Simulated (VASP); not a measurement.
# Si (P1) in VASP: single point with PBE

Aim: the single point of Si with PBE.

Program: VASP 6.6.1. These are calculated values, not measurements. Logs are shortened: lines on timing, memory, paths and dates and some standing lists are left out, and cuts for length are marked.

## Step 1: The cell of the first run

The typed cell holds 8 atoms: a = 5.431 Å, b = 5.431 Å, c = 5.431 Å, α = 90.00°, β = 90.00°, γ = 90.00°.

## Step 2: Single point, PBE

The input, INCAR:

```
SYSTEM = Si
ALGO = Normal ; EDIFF = 1E-6
ENCUT = 520 ; GGA = PE
ISIF = 2 ; ISMEAR = 0
ISYM = 0 ; LASPH = .True.
LCHARG = .False. ; LREAL = .False.
LWAVE = .False. ; NBANDS = 26
NELM = 100 ; PREC = Accurate
SIGMA = 0.01
```

The input, KPOINTS:

```
Automatic mesh
0
Gamma
  1 1 1
  0.5 0.5 0.5
```

The input, POSCAR:

```
Si
1.0
    5.4310000000      0.0000000000      0.0000000000
    0.0000000000      5.4310000000      0.0000000000
    0.0000000000      0.0000000000      5.4310000000
Si
8
Direct
    0.0073651300      0.0044190800      0.0033143100
    0.2500000000      0.2500000000      0.2500000000
    0.0000000000      0.5000000000      0.5000000000
    0.2500000000      0.7500000000      0.7500000000
    0.5000000000      0.0000000000      0.5000000000
    0.7500000000      0.2500000000      0.7500000000
    0.5000000000      0.5000000000      0.0000000000
    0.7500000000      0.7500000000      0.2500000000
```

Potentials or basis: VASP PAW PBE potentials, release 64 (Si).

The run is started by

```console
> cat potpaw_PBE.64/Si/POTCAR > POTCAR
> mpirun -np 1 vasp_std > vasp.out
```

OUTCAR:

```text
SYSTEM = Si
   EDIFF = 1E-6
   ENCUT = 520
   GGA = PE
   ISIF = 2
   ISMEAR = 0
   ISYM = 0
   LASPH = .True.
   LREAL = .False.
   NELM = 100
   PREC = Accurate

 ion  position               nearest neighbor table
   1  0.007  0.004  0.003-   2 2.30   4 2.35   6 2.37   8 2.38
   2  0.250  0.250  0.250-   1 2.30   3 2.35   5 2.35   7 2.35
   3  0.000  0.500  0.500-   2 2.35   4 2.35   6 2.35   8 2.35
   4  0.250  0.750  0.750-   3 2.35   5 2.35   7 2.35   1 2.35
   5  0.500  0.000  0.500-   2 2.35   4 2.35   6 2.35   8 2.35
   6  0.750  0.250  0.750-   3 2.35   5 2.35   7 2.35   1 2.37
   7  0.500  0.500  0.000-   2 2.35   4 2.35   6 2.35   8 2.35
   8  0.750  0.750  0.250-   3 2.35   5 2.35   7 2.35   1 2.38

IMPORTANT INFORMATION: All symmetrisations will be switched off!
NOSYMM: (Re-)initialisation of all symmetry stuff for point group C_1.

----------------------------------------------------------------------------------------

                                     Primitive cell

  volume of cell :     160.1915

  direct lattice vectors                    reciprocal lattice vectors
     5.431000000  0.000000000  0.000000000     0.184128153  0.000000000  0.000000000
     0.000000000  5.431000000  0.000000000     0.000000000  0.184128153  0.000000000
     0.000000000  0.000000000  5.431000000     0.000000000  0.000000000  0.184128153

  length of vectors
     5.431000000  5.431000000  5.431000000     0.184128153  0.184128153  0.184128153

  position of ions in fractional coordinates (direct lattice)
     0.007365130  0.004419080  0.003314310
     0.250000000  0.250000000  0.250000000
     0.000000000  0.500000000  0.500000000
     0.250000000  0.750000000  0.750000000
     0.500000000  0.000000000  0.500000000
     0.750000000  0.250000000  0.750000000
     0.500000000  0.500000000  0.000000000
     0.750000000  0.750000000  0.250000000

  ion indices of the primitive-cell ions
   primitive index   ion index
                 1           1
                 2           2
                 3           3
                 4           4
                 5           5
                 6           6
                 7           7
                 8           8

----------------------------------------------------------------------------------------

 KPOINTS: Automatic mesh

Automatic generation of k-mesh.
 Grid dimensions read from file:
 generate k-points for:    1    1    1

 Generating k-lattice:

  Cartesian coordinates                     Fractional coordinates (reciprocal lattice)
     0.184128153  0.000000000  0.000000000     1.000000000  0.000000000  0.000000000
     0.000000000  0.184128153  0.000000000     0.000000000  1.000000000  0.000000000
     0.000000000  0.000000000  0.184128153     0.000000000  0.000000000  1.000000000

  Length of vectors
     0.184128153  0.184128153  0.184128153

  Shift w.r.t. Gamma in fractional coordinates (k-lattice)
     0.500000000  0.500000000  0.500000000

 Subroutine IBZKPT returns following result:
 ===========================================

 Found      1 irreducible k-points:

 Following reciprocal coordinates:
            Coordinates               Weight
  0.500000  0.500000  0.500000      1.000000
   k-points           NKPTS =      1   k-points in BZ     NKDIM =      1   number of bands    NBANDS=     26
   number of dos      NEDOS =    301   number of ions     NIONS =      8
   total plane-waves  NPLWV =  64000
   dimension x,y,z NGX =    40 NGY =   40 NGZ =   40
   dimension x,y,z NGXF=    80 NGYF=   80 NGZF=   80
   ions per type =               8
   NGX,Y,Z   is equivalent  to a cutoff of  12.24, 12.24, 12.24 a.u.
   NGXF,Y,Z  is equivalent  to a cutoff of  24.49, 24.49, 24.49 a.u.
 SYSTEM =  Si
   PREC   = accura    normal or accurate (medium, high low for compatibility)
   ISTART =      0    job   : 0-new  1-cont  2-samecut
   ICHARG =      2    charge: 1-file 2-atom 10-const
   ISPIN  =      1    spin polarized calculation?
   LNONCOLLINEAR =      F non collinear calculations
   LSORBIT =      F    spin-orbit coupling
   LASPH  =      T    aspherical Exc in radial PAW
   ENCUT  =  520.0 eV  38.22 Ry    6.18 a.u.  10.10 10.10 10.10*2*pi/ulx,y,z
   NELM   =    100;   NELMIN=  2; NELMDL= -5     # of ELM steps
   EDIFF  = 0.1E-05   stopping-criterion for ELM
   LREAL  =      F    real-space projection
   EDIFFG = 0.1E-04   stopping-criterion for IOM
   NSW    =      0    number of steps for IOM
   IBRION =     -1    ionic relax: 0-MD 1-quasi-New 2-CG
   NFREE  =      0    steps in history (QN), initial steepest desc. (CG)
   ISIF   =      2    stress and relaxation
   ISYM   =      0    0-nonsym 1-usesym 2-fastsym
   POTIM  = 0.5000    time-step for ionic-motion
   TEBEG  =    0.0;   TEEND  =   0.0 temperature during run
   PSTRESS=    0.0 pullay stress
   NELECT =      32.0000    total number of electrons
   NUPDOWN=      -1.0000    fix difference up-down
   EMIN   =  10.00;   EMAX   =-10.00  energy-range for DOS
   EFERMI =   0.00;   METHOD = LEGACY
   ISMEAR =     0;   SIGMA  =   0.01  broadening in eV -4-tet -1-fermi 0-gaus
   EFERMI_NEDOS =   21; number of points for ismear=-14 and -15
   IALGO  =     38    algorithm
   IMIX   =      4    mixing-type and parameters
     AMIX     =   0.40;   BMIX     =  1.00
     AMIX_MAG =   1.60;   BMIX_MAG =  1.00
  volume/ion in A,a.u.               =      20.02       135.13
  Fermi-wavevector in a.u.,A,eV,Ry     =   0.956999  1.808467 12.460868  0.915848
  Thomas-Fermi vector in A             =   2.085978
   LORBIT       =      0    0 simple, 1 ext, 2 COOP (PROOUT), +10 PAW based schemes
   GGA     = PE    functional components
   LHFCALC =     F    Hartree Fock is set to
   AEXX    =    0.0000 exact exchange contribution
   IVDW    =     0    specifies the selected vdW correction
   LEPSILON=     F    determine dielectric tensor
   LRPA    =     F    only Hartree local field effects (RPA)
 non-spin polarized calculation
 Gauss-broadening in eV      SIGMA  =   0.01
  energy-cutoff  :      520.00
  volume of cell :      160.19
 maximum number of plane-waves:      4272
 NGX is ok and might be reduce to    40
   NGX = 21   NGY = 21   NGZ = 21

 number of electron      32.0000003 magnetization

 Free energy of the ion-electron system (eV)
  ---------------------------------------------------
  ext. energy  EPLUGINS =         0.00000000
  ---------------------------------------------------
  free energy    TOTEN  =       -33.17327193 eV

  energy without entropy =      -33.17327193  energy(sigma->0) =      -33.17327193

 E-fermi :   5.0144     XC(G=0):  -9.2492

 val. band max:        4.9636054427   @ k =   0.5000   0.5000   0.5000
 cond. band min:       7.5820194015   @ k =   0.5000   0.5000   0.5000
 fundamental gap:      2.6184139588
 Fermi energy:         5.0143780453

 k-point     1 :       0.5000    0.5000    0.5000
  band No.  band energies     occupation
      1      -3.6147      2.00000
      2      -3.5557      2.00000
      3      -3.5440      2.00000
      4      -3.5156      2.00000
      5      -0.9860      2.00000
      6      -0.9297      2.00000
[... 18 lines left out ...]
     25       9.3226      0.00000
     26       9.3435      0.00000

------------------------ aborting loop because EDIFF is reached ----------------------------------------

  FORCE on cell =-STRESS in cart. coord.  units (eV):
  Direction    XX          YY          ZZ          XY          YZ          ZX
  --------------------------------------------------------------------------------------
  -------------------------------------------------------------------------------------
  Total        8.6558970      8.6692682      8.6725631      0.2218352      0.4509696      0.2821269
  in kB       86.5731565     86.7068904     86.7398449      2.2187153      4.5104347      2.8217310
  external PRESSURE =      86.6732973 kB  Pullay stress =       0.0000000 kB

 VOLUME and BASIS-vectors are now :
 -----------------------------------------------------------------------------
  energy-cutoff  :      520.00
  volume of cell :      160.19
      direct lattice vectors                 reciprocal lattice vectors
     5.431000000  0.000000000  0.000000000     0.184128153  0.000000000  0.000000000
     0.000000000  5.431000000  0.000000000     0.000000000  0.184128153  0.000000000
     0.000000000  0.000000000  5.431000000     0.000000000  0.000000000  0.184128153

 POSITION                                       TOTAL-FORCE (eV/Angst)
 -----------------------------------------------------------------------------------
      0.04000      0.02400      0.01800        -0.593956     -0.371424     -0.291801
      1.35775      1.35775      1.35775         0.255917      0.214481      0.199081
      0.00000      2.71550      2.71550        -0.140799      0.010068      0.006938
      1.35775      4.07325      4.07325         0.104935      0.071328      0.055166
      2.71550      0.00000      2.71550         0.017836     -0.084419      0.006911
      4.07325      1.35775      4.07325         0.161333      0.017319      0.100858
      2.71550      2.71550      0.00000         0.017825      0.010017     -0.063221
      4.07325      4.07325      1.35775         0.176908      0.132631     -0.013930
 -----------------------------------------------------------------------------------
    total drift:                               -0.000099      0.000006      0.000016

  FREE ENERGIE OF THE ION-ELECTRON SYSTEM (eV)
  ---------------------------------------------------
  free  energy   TOTEN  =       -33.1732719324 eV

  energy  without entropy=      -33.1732719324  energy(sigma->0) =      -33.17327193
```

Wall time 18 s (1 thread of AMD EPYC 7R13, shared host); peak memory 0.22 GiB.

What came out:

```yaml
Free_energy: -33.1733 eV
Pressure: 8.7 GPa
Largest_force: 0.759 eV/Å
Band_gap_on_the_k_mesh: 2.62 eV
```

Forces in eV/Å, atoms in the order of the input:
```
Si  -0.594 -0.371 -0.292
Si   0.256  0.214  0.199
Si  -0.141  0.010  0.007
Si   0.105  0.071  0.055
Si   0.018 -0.084  0.007
Si   0.161  0.017  0.101
Si   0.018  0.010 -0.063
Si   0.177  0.133 -0.014
```

Stress tensor (GPa, compression positive):
```
8.66 0.22 0.28
0.22 8.67 0.45
0.28 0.45 8.67
```

Caveat: the k points lie up to 1.16 Å⁻¹ apart. A k mesh can miss the band edges.
